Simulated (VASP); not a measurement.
# Ta (Im-3m) in VASP: notebook

Ta is run at these levels: PBEsol; tasks: single point.

Program: VASP 6.6.1. These are calculated values, not measurements. Logs are shortened: lines on timing, memory, paths and dates and some standing lists are left out, and cuts for length are marked.

### 1 The cell of the first run

Symmetry: Im-3m, No. 229, cubic system. The conventional cell has a = 3.282 Å, b = 3.282 Å, c = 3.282 Å, α = 90.00°, β = 90.00°, γ = 90.00°. Within 3.7 Å of Ta (site symmetry m-3m) lie 14 Ta at 2.84 to 3.28 Å.

### 2 Single point, PBEsol

INCAR reads:

```
SYSTEM = Ta
ALGO = Normal ; EDIFF = 1E-6
ENCUT = 520 ; GGA = PS
ISIF = 2 ; ISMEAR = -1
LASPH = .TRUE. ; LCHARG = .TRUE.
LELF = .TRUE. ; LREAL = .FALSE.
LVHAR = .TRUE. ; LWAVE = .FALSE.
NBANDS = 12 ; NELM = 60
PREC = Accurate ; SIGMA = 0.1
```

KPOINTS reads:

```
k-points
0
G
  14 14 14
  0 0 0
```

POSCAR reads:

```
Ta
1.0
   -1.6411899148      1.6411899148      1.6411899148
    1.6411899148     -1.6411899148      1.6411899148
    1.6411899148      1.6411899148     -1.6411899148
Ta
1
Direct
    0.0000000000      0.0000000000      0.0000000000
```

Potentials or basis: VASP PAW PBE potentials, release 64 (Ta_pv).

Started as:

```bash
> cat potpaw_PBE.64/Ta_pv/POTCAR > POTCAR
> mpirun -np 1 vasp_std > vasp.out
```

OUTCAR:

```text
SYSTEM = Ta
   EDIFF = 1E-6
   ENCUT = 520
   GGA = PS
   ISIF = 2
   ISMEAR = -1
   LASPH = .TRUE.
   LREAL = .FALSE.
   NELM = 60
   PREC = Accurate

 ion  position               nearest neighbor table
   1  0.000  0.000  0.000-

  LATTYP: Found a body centered cubic cell.
 ALAT       =     3.2823798296

  Lattice vectors:

 A1 = (  -1.6411899148,   1.6411899148,   1.6411899148)
 A2 = (   1.6411899148,  -1.6411899148,   1.6411899148)
 A3 = (   1.6411899148,   1.6411899148,  -1.6411899148)

Analysis of symmetry for initial positions (statically):
=====================================================================
 Subroutine PRICEL returns:
 Original cell was already a primitive cell.

 Routine SETGRP: Setting up the symmetry group for a
 body centered cubic supercell.

 Subroutine GETGRP returns: Found 48 space group operations
 (whereof 48 operations were pure point group operations)
 out of a pool of 48 trial point group operations.

The static configuration has the point symmetry O_h .

Analysis of symmetry for dynamics (positions and initial velocities):
=====================================================================
 Subroutine PRICEL returns:
 Original cell was already a primitive cell.

 Routine SETGRP: Setting up the symmetry group for a
 body centered cubic supercell.

 Subroutine GETGRP returns: Found 48 space group operations
 (whereof 48 operations were pure point group operations)
 out of a pool of 48 trial point group operations.

The dynamic configuration has the point symmetry O_h .

 Subroutine INISYM returns: Found 48 space group operations
 (whereof 48 operations are pure point group operations),
 and found     1 'primitive' translations

----------------------------------------------------------------------------------------

                                     Primitive cell

  volume of cell :      17.6822

  direct lattice vectors                    reciprocal lattice vectors
    -1.641189915  1.641189915  1.641189915     0.000000000  0.304657003  0.304657003
     1.641189915 -1.641189915  1.641189915     0.304657003  0.000000000  0.304657003
     1.641189915  1.641189915 -1.641189915     0.304657003  0.304657003  0.000000000

  length of vectors
     2.842624317  2.842624317  2.842624317     0.430850065  0.430850065  0.430850065

  position of ions in fractional coordinates (direct lattice)
     0.000000000  0.000000000  0.000000000

  ion indices of the primitive-cell ions
   primitive index   ion index
                 1           1

----------------------------------------------------------------------------------------

 KPOINTS: k-points

Automatic generation of k-mesh.
 Grid dimensions read from file:
 generate k-points for:   14   14   14

 Generating k-lattice:

  Cartesian coordinates                     Fractional coordinates (reciprocal lattice)
     0.000000000  0.021761214  0.021761214     0.071428571  0.000000000  0.000000000
     0.021761214  0.000000000  0.021761214     0.000000000  0.071428571  0.000000000
     0.021761214  0.021761214  0.000000000     0.000000000  0.000000000  0.071428571

  Length of vectors
     0.030775005  0.030775005  0.030775005

  Shift w.r.t. Gamma in fractional coordinates (k-lattice)
     0.000000000  0.000000000  0.000000000

 Subroutine IBZKPT returns following result:
 ===========================================

 Found    104 irreducible k-points:

 Following reciprocal coordinates:
            Coordinates               Weight
  0.000000  0.000000  0.000000      1.000000
  0.071429  0.000000  0.000000     12.000000
  0.142857  0.000000  0.000000     12.000000
  0.214286  0.000000  0.000000     12.000000
  0.285714  0.000000  0.000000     12.000000
  0.357143  0.000000  0.000000     12.000000
[... 16 lines left out ...]
  0.285714  0.285714  0.000000     24.000000
  0.357143  0.285714  0.000000     24.000000
 [... further k-points ...]
   k-points           NKPTS =    104   k-points in BZ     NKDIM =    104   number of bands    NBANDS=     12
   number of dos      NEDOS =    301   number of ions     NIONS =      1
   total plane-waves  NPLWV =  13824
   dimension x,y,z NGX =    24 NGY =   24 NGZ =   24
   dimension x,y,z NGXF=    48 NGYF=   48 NGZF=   48
   ions per type =               1
   NGX,Y,Z   is equivalent  to a cutoff of  14.04, 14.04, 14.04 a.u.
   NGXF,Y,Z  is equivalent  to a cutoff of  28.07, 28.07, 28.07 a.u.
 SYSTEM =  Ta
   PREC   = accura    normal or accurate (medium, high low for compatibility)
   ISTART =      0    job   : 0-new  1-cont  2-samecut
   ICHARG =      2    charge: 1-file 2-atom 10-const
   ISPIN  =      1    spin polarized calculation?
   LNONCOLLINEAR =      F non collinear calculations
   LSORBIT =      F    spin-orbit coupling
   LASPH  =      T    aspherical Exc in radial PAW
   ENCUT  =  520.0 eV  38.22 Ry    6.18 a.u.   5.29  5.29  5.29*2*pi/ulx,y,z
   NELM   =     60;   NELMIN=  2; NELMDL= -5     # of ELM steps
   EDIFF  = 0.1E-05   stopping-criterion for ELM
   LREAL  =      F    real-space projection
   EDIFFG = 0.1E-04   stopping-criterion for IOM
   NSW    =      0    number of steps for IOM
   IBRION =     -1    ionic relax: 0-MD 1-quasi-New 2-CG
   NFREE  =      0    steps in history (QN), initial steepest desc. (CG)
   ISIF   =      2    stress and relaxation
   ISYM   =      2    0-nonsym 1-usesym 2-fastsym
   POTIM  = 0.5000    time-step for ionic-motion
   TEBEG  =    0.0;   TEEND  =   0.0 temperature during run
   PSTRESS=    0.0 pullay stress
   NELECT =      11.0000    total number of electrons
   NUPDOWN=      -1.0000    fix difference up-down
   EMIN   =  10.00;   EMAX   =-10.00  energy-range for DOS
   EFERMI =   0.00;   METHOD = LEGACY
   ISMEAR =    -1;   SIGMA  =   0.10  broadening in eV -4-tet -1-fermi 0-gaus
   EFERMI_NEDOS =   21; number of points for ismear=-14 and -15
   IALGO  =     38    algorithm
   IMIX   =      4    mixing-type and parameters
     AMIX     =   0.40;   BMIX     =  1.00
     AMIX_MAG =   1.60;   BMIX_MAG =  1.00
  volume/ion in A,a.u.               =      17.68       119.33
  Fermi-wavevector in a.u.,A,eV,Ry     =   1.397527  2.640943 26.573292  1.953082
  Thomas-Fermi vector in A             =   2.520775
   LORBIT       =      0    0 simple, 1 ext, 2 COOP (PROOUT), +10 PAW based schemes
   GGA     = PS    functional components
   LHFCALC =     F    Hartree Fock is set to
   AEXX    =    0.0000 exact exchange contribution
   IVDW    =     0    specifies the selected vdW correction
   LEPSILON=     F    determine dielectric tensor
   LRPA    =     F    only Hartree local field effects (RPA)
 non-spin polarized calculation
  energy-cutoff  :      520.00
  volume of cell :       17.68
 maximum number of plane-waves:       490
 NGX is ok and might be reduce to    24
   NGX = 11   NGY = 11   NGZ = 11

 number of electron      11.0000002 magnetization

 Free energy of the ion-electron system (eV)
  ---------------------------------------------------
  ext. energy  EPLUGINS =         0.00000000
  ---------------------------------------------------
  free energy    TOTEN  =       -12.57525554 eV

  energy without entropy =      -12.53690571  energy(sigma->0) =      -12.55608062

 E-fermi :   5.4776     XC(G=0): -12.8232

 val. band max:        5.4671002076   @ k =  -0.2857   0.2857   0.1429
 cond. band min:       5.5333346631   @ k =   0.2143   0.0000   0.0000
 fundamental gap:      0.0662344555
 Fermi energy:         5.4775835945

 k-point     1 :       0.0000    0.0000    0.0000
  band No.  band energies     occupation
      1     -27.4808      2.00000
      2     -27.4808      2.00000
      3     -27.4808      2.00000
      4      -2.5297      2.00000
      5       6.1900      0.00161
      6       6.1900      0.00161
      7       6.1900      0.00161
      8       9.5264      0.00000
      9       9.5264      0.00000
     10      20.1971      0.00000
     11      20.5984      0.00000
     12      20.5984      0.00000

 k-point     2 :       0.0714    0.0000    0.0000
  band No.  band energies     occupation
      1     -27.5487      2.00000
      2     -27.5015      2.00000
      3     -27.4812      2.00000
      4      -2.2962      2.00000
      5       6.0385      0.00730
      6       6.1443      0.00254
      7       6.4194      0.00016
      8       9.2855      0.00000
      9       9.5270      0.00000
     10      20.1970      0.00000
     11      20.8081      0.00000
     12      21.0061      0.00000

 k-point     3 :       0.1429    0.0000    0.0000
  band No.  band energies     occupation
      1     -27.7353      2.00000
      2     -27.5592      2.00000
      3     -27.4823      2.00000
      4      -1.6378      2.00000
      5       5.6427      0.32183
      6       5.9319      0.02105
      7       7.0960      0.00000
      8       8.8989      0.00000
      9       9.5495      0.00000
     10      20.1959      0.00000
     11      21.2551      0.00000
     12      22.1651      0.00000

 k-point     4 :       0.2143    0.0000    0.0000
  band No.  band energies     occupation
      1     -27.9960      2.00000
      2     -27.6415      2.00000
      3     -27.4840      2.00000
      4      -0.6937      2.00000
      5       5.1312      1.93929
      6       5.5333      0.72825
      7       8.1832      0.00000
      8       8.8330      0.00000
      9       9.6379      0.00000
     10      20.1930      0.00000
     11      21.2400      0.00000
     12      23.1150      0.00000

 k-point     5 :       0.2857    0.0000    0.0000
  band No.  band energies     occupation
      1     -28.2740      2.00000
      2     -27.7315      2.00000
      3     -27.4859      2.00000
      4       0.2563      2.00000
      5       4.6268      1.99960
      6       5.3069      1.69288
      7       9.0826      0.00000
      8       9.6106      0.00000
      9       9.8230      0.00000
     10      20.1798      0.00000
     11      20.2238      0.00000
     12      21.6233      0.00000
[... 228 lines left out ...]
      1     -28.5262      2.00000
      2     -28.0017      2.00000
      3     -27.6090      2.00000
      4       2.2057      2.00000
      5       4.0366      2.00000
      6       5.0117      1.98123
      7       9.1365      0.00000
      8      10.4069      0.00000
      9      13.8859      0.00000
     10      17.0613      0.00000
     11      20.2080      0.00000
     12      20.5521      0.00000

 k-point    22 :       0.3571    0.2143   -0.0000
  band No.  band energies     occupation
      1     -28.5601      2.00000
      2     -28.0834      2.00000
      3     -27.6161      2.00000
      4       2.3051      2.00000
      5       4.0440      2.00000
      6       5.3540      1.54966
      7       9.3172      0.00000
      8      10.6000      0.00000
      9      15.2414      0.00000
     10      15.6705      0.00000
     11      19.5155      0.00000
     12      20.2096      0.00000

 k-point    23 :       0.2857    0.2857    0.0000
  band No.  band energies     occupation
      1     -28.4920      2.00000
      2     -28.1592      2.00000
      3     -27.6315      2.00000
      4       2.7115      2.00000
      5       4.0421      2.00000
      6       4.9092      1.99322
      7       9.5273      0.00000
      8      10.3323      0.00000
      9      15.3917      0.00000
     10      15.6740      0.00000
     11      19.6110      0.00000
     12      20.2080      0.00000

 k-point    24 :       0.3571    0.2857    0.0000
  band No.  band energies     occupation
      1     -28.4441      2.00000
      2     -28.2526      2.00000
      3     -27.6381      2.00000
      4       2.8474      2.00000
      5       4.1929      1.99999
      6       4.7753      1.99822
      7       9.7661      0.00000
      8      10.3593      0.00000
      9      14.5979      0.00000
     10      16.8217      0.00000
     11      18.6329      0.00000
     12      20.2072      0.00000

 [... further k-points ...]

------------------------ aborting loop because EDIFF is reached ----------------------------------------

  FORCE on cell =-STRESS in cart. coord.  units (eV):
  Direction    XX          YY          ZZ          XY          YZ          ZX
  --------------------------------------------------------------------------------------
  -------------------------------------------------------------------------------------
  Total        0.0198550      0.0198550      0.0198550     -0.0000000     -0.0000000      0.0000000
  in kB        1.7990490      1.7990490      1.7990490     -0.0000000     -0.0000000      0.0000000
  external PRESSURE =       1.7990490 kB  Pullay stress =       0.0000000 kB

 VOLUME and BASIS-vectors are now :
 -----------------------------------------------------------------------------
  energy-cutoff  :      520.00
  volume of cell :       17.68
      direct lattice vectors                 reciprocal lattice vectors
    -1.641189915  1.641189915  1.641189915     0.000000000  0.304657003  0.304657003
     1.641189915 -1.641189915  1.641189915     0.304657003  0.000000000  0.304657003
     1.641189915  1.641189915 -1.641189915     0.304657003  0.304657003  0.000000000

 POSITION                                       TOTAL-FORCE (eV/Angst)
 -----------------------------------------------------------------------------------
      0.00000      0.00000      0.00000         0.000000      0.000000     -0.000000
 -----------------------------------------------------------------------------------
    total drift:                                0.000000      0.000000     -0.000000

  FREE ENERGIE OF THE ION-ELECTRON SYSTEM (eV)
  ---------------------------------------------------
  free  energy   TOTEN  =       -12.5752555434 eV

  energy  without entropy=      -12.5369057057  energy(sigma->0) =      -12.55608062
```

Wall time 7 s (1 thread of Intel Xeon 6975P-C (Granite Rapids), shared host); peak memory 0.15 GiB.

Results:

```
Free energy : -12.5753 eV
Pressure    : 0.2 GPa
```

Levels at points of the mesh, in eV from the Fermi level:
| k point | band 2 | band 3 | band 4 | band 5 | band 6 | band 7 | band 8 | band 9 |
| --- | --- | --- | --- | --- | --- | --- | --- | --- |
| (0.00, 0.00, 0.00) | -32.96 | -32.96 | -8.01 | 0.71 | 0.71 | 0.71 | 4.05 | 4.05 |
| (0.50, 0.00, 0.00) | -33.36 | -32.97 | -4.48 | -1.62 | 1.69 | 3.94 | 4.99 | 7.98 |
| (0.50, 0.50, 0.50) | -33.83 | -33.83 | -3.93 | -3.93 | 6.99 | 6.99 | 6.99 | 8.82 |

Caveat: the PAW data sets were made with another functional, which shifts forces and pressure a little; spin-orbit coupling is left out, which moves the levels of the heavy elements.

### 3 Single point, PBEsol, non-collinear spin, zero start, spin-orbit coupling

INCAR reads:

```
  PREC = Accurate
  ENCUT = 520
  EDIFF = 1E-6
  ISMEAR = -1
  SIGMA = 0.1
  LREAL = F
  LASPH = T
  NELM = 150
  ALGO = Normal
  ISIF = 2
  LWAVE = F
  LCHARG = F
  MAGMOM = 0 0 0
  LORBIT = 11
  LSORBIT = T
  GGA_COMPAT = F
  LORBMOM = T
  LMAXMIX = 4
  GGA = PS
  NBANDS = 22
```

KPOINTS reads:

```
regular mesh
0
Gamma
  14 14 14
```

POSCAR is that of step 2.

Potentials or basis: VASP PAW PBE potentials, release 64 (Ta_pv).

Started as:

```bash
> cat potpaw_PBE.64/Ta_pv/POTCAR > POTCAR
> mpirun -np 1 vasp_ncl > vasp.out
```

It took 29 s on 1 thread of Intel Xeon 6975P-C (Granite Rapids), shared host; peak memory 0.23 GiB.

The run converged. Its results:

| Item | Value |
| --- | --- |
| Free energy | -13.2917 eV |
| Pressure | 0.0 GPa |
| Net moment | 0.00 μB per cell |
| Valence electrons inside the program's atomic spheres | Ta 8.98 |

Moments on the atoms (μB; x, y, z):
```
Ta  0.00 0.00 0.00
```

Caveat: the PAW data sets were made with another functional, which shifts forces and pressure a little.
